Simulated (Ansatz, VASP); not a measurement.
# One calculation of Tl2Ni2O3, two programs

INCAR

```
PREC     = Accurate       # precision mode
ENCUT    = 600            # plane-wave cutoff, eV
EDIFF    = 1E-6           # SCF threshold, eV
ISMEAR   = -1             # smearing method
SIGMA    = 0.0573         # smearing width, eV
LREAL    = False          # projectors in reciprocal space
LASPH    = True           # aspherical terms in the spheres
NELM     = 200            # most SCF steps
ALGO     = Normal         # electronic algorithm
ISIF     = 2              # what is computed and relaxed
LWAVE    = False          # write WAVECAR
LCHARG   = False          # write CHGCAR
ISPIN    = 2              # spin polarisation
MAGMOM   = -1.74 1.74 1.74 -1.74 0 0 0 0 -0.02 0.02 0.02 -0.02 0 0 # initial moments
LORBIT   = 11             # projections on sites
LMAXMIX  = 4              # l up to which the mixer works
LDAU     = True           # DFT+U
LDAUTYPE = 2            
LDAUL    = 2 -1 -1        # shell
LDAUU    = 5.36 0 0       # U, eV
LDAUJ    = 0 0 0        
LDAUPRINT= 1            
GGA      = PE             # functional
ISYM     = 0            
NBANDS   = 81             # bands
GGA_COMPAT= False        
KPAR     = 4
```

The input KPOINTS:

```
regular mesh
0
Gamma
  4 3 4
```

Contents of POSCAR:

```
Tl2Ni2O3
1.0
    5.9773065300      0.0000000000      0.0000000000
    0.0000000000      6.1128748600      0.0000000000
   -2.7964651900      0.0000000000      5.3605343600
Ni Tl O
4 4 6
Direct
    0.3350000000      0.1220000000      0.0730000000
    0.6650000000      0.6220000000      0.4270000000
    0.6650000000      0.8780000000      0.9270000000
    0.3350000000      0.3780000000      0.5730000000
    0.1520000000      0.8460000000      0.4110000000
    0.8480000000      0.3460000000      0.0890000000
    0.8480000000      0.1540000000      0.5890000000
    0.1520000000      0.6540000000      0.9110000000
    0.3720000000      0.4250000000      0.2470000000
    0.6280000000      0.9250000000      0.2530000000
    0.6280000000      0.5750000000      0.7530000000
    0.3720000000      0.0750000000      0.7470000000
    0.0000000000      0.0000000000      0.0000000000
    0.0000000000      0.5000000000      0.5000000000
```

Input for Ansatz:

```yaml
crystal:
  lattice:
    - [5.97730653, 0.0, 0.0]
    - [0.0, 6.11287486, 0.0]
    - [-2.79646519, 0.0, 5.36053436]
  atoms:
    - { symbol: Ni, position: [0.335, 0.122, 0.073] }
    - { symbol: Ni, position: [0.665, 0.622, 0.427] }
    - { symbol: Ni, position: [0.665, 0.878, 0.927] }
    - { symbol: Ni, position: [0.335, 0.378, 0.573] }
    - { symbol: Tl, position: [0.152, 0.846, 0.411] }
    - { symbol: Tl, position: [0.848, 0.346, 0.089] }
    - { symbol: Tl, position: [0.848, 0.154, 0.589] }
    - { symbol: Tl, position: [0.152, 0.654, 0.911] }
    - { symbol: O, position: [0.372, 0.425, 0.247] }
    - { symbol: O, position: [0.628, 0.925, 0.253] }
    - { symbol: O, position: [0.628, 0.575, 0.753] }
    - { symbol: O, position: [0.372, 0.075, 0.747] }
    - { symbol: O, position: [0.0, 0.0, 0.0] }
    - { symbol: O, position: [0.0, 0.5, 0.5] }
  symmetry: { detect: false, time_reversal: true }
kpoints:
  mp_grid: { grid: [4, 3, 4], shift: [0, 0, 0] }
  band_path:
    path:
      - [0.0, 0.0, 0.0]
      - [0.0, 0.5, 0.0]
      - [0.0, 0.5, 0.5]
      - [0.0, 0.0, 0.5]
      - [0.0, 0.0, 0.0]
      - [-0.5, 0.0, 0.5]
      - [-0.5, 0.5, 0.5]
      - [0.0, 0.5, 0.0]
      - [-0.5, 0.5, 0.0]
      - [-0.5, 0.0, 0.0]
      - [0.0, 0.0, 0.0]
    npoints: 6
magnetization:
  spin_polarized: true
scf:
  occupations: { method: fermi_dirac, width: 0.0573 }
  lower_state_search: "off"
  max_iter: 200
hamiltonian:
  pseudopotentials: { kind: paw }
  xc: pbe
  hubbard:
    projectors: all-electron-ortho-atomic
    sites: [{ species: Ni, l: d, u_eff: 5.36 }]
basis:
  ecutwfc: 420
  fft_grid_basis: typed
output:
  forces: true
  stress: true
  eigenvalues: true
  bader: true
  populations: true
  elf: true
  write_potential: true
  volumetric_format: npy
  dos:
    e_range: [-12, 8]
    de: 0.05
    projected: { site_lists: { Ni: [Ni], O: [O], Tl: [Tl] } }
checkpoint:
  read: saved_state
```

Alike in both runs: task single point; functional PBE; k mesh 4 × 3 × 4; occupations fermi-dirac, width 0.0573 eV; collinear spin; Hubbard terms Ni d U = 5.36 eV.

|  | VASP | Ansatz |
| --- | --- | --- |
| version | VASP 6.6.1 | Ansatz 0.2.0 |
| potentials or method | VASP PAW PBE potentials, release 64 (Ni, Tl_d, O), cutoff 600 eV | PAW plane waves |
| valence electrons in the cell | 128 | 160 |

Ansatz gave:

| Item | Value |
| --- | --- |
| pressure (GPa) | 15.6 |
| traceless stress, the component that is largest in VASP (GPa) | -6.38 |
| rms of the force components (eV/Å) | 0.657 |
| net moment per atom (μB) | 0.00 |
| size of the moment on the site where the two differ most (μB) | 1.59 |

Task: What did VASP give for the same quantities?

Result: Pressure (GPa): 13.0; traceless stress, the component that is largest in VASP (GPa): -6.66; rms of the force components (eV/Å): 0.696; net moment per atom (μB): 0.00; size of the moment on the site where the two differ most (μB): 1.71.

Site moments also hang on the region over which each program counts them. The programs project onto different local orbitals, so the same U acts differently, and such runs can settle in different states. Atom by atom the forces differ by 0.076 eV/Å (rms over components). VASP's potentials hold 128 valence electrons a cell and Ansatz's 160, so a difference there can come from the potentials and not from the codes.

Spin-orbit coupling is off throughout.
